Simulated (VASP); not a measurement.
**Ti: single point with r2SCAN**

The system is Ti.

```
CELL_PARAMETERS angstrom
2.93755 0.00000 0.00000
-1.46877 2.54399 0.00000
0.00000 0.00000 4.64829
ATOMIC_POSITIONS crystal
Ti 0.33333 0.66667 0.25000
Ti 0.66667 0.33333 0.75000
```

```yaml
Program: VASP 6.6.1
Task: single point
Functional: r2SCAN
Potentials_or_basis: VASP PAW PBE potentials, release 64 (Ti_sv)
Cutoff: 520 eV
k_mesh: 15 × 15 × 8
Occupations: fermi-dirac, width 0.15 eV
Spin: no spin polarisation
```

| Item | Value |
| --- | --- |
| Pressure | 0.3 GPa |
| Band gap on the k mesh | zero (band 12 reaches 9.27 eV, above the bottom of band 13 at 8.05 eV) |

Levels at points of the mesh, in eV from the Fermi level:
| k point | band 10 | band 11 | band 12 | band 13 | band 14 | band 15 |
| --- | --- | --- | --- | --- | --- | --- |
| (0.00, 0.00, 0.00) | -2.82 | 0.61 | 0.91 | 0.91 | 1.03 | 1.44 |
| (0.00, 0.00, 0.50) | -4.64 | 0.12 | 0.12 | 0.82 | 0.82 | 0.82 |

Run time: 3 min on 1 thread of Intel(R) Xeon(R) Platinum 8375C CPU @ 2.90GHz (Ice Lake), with other jobs on the host, peak memory 0.21 GiB.

Caveat: the PAW data sets were made with another functional, which shifts forces and pressure a little.
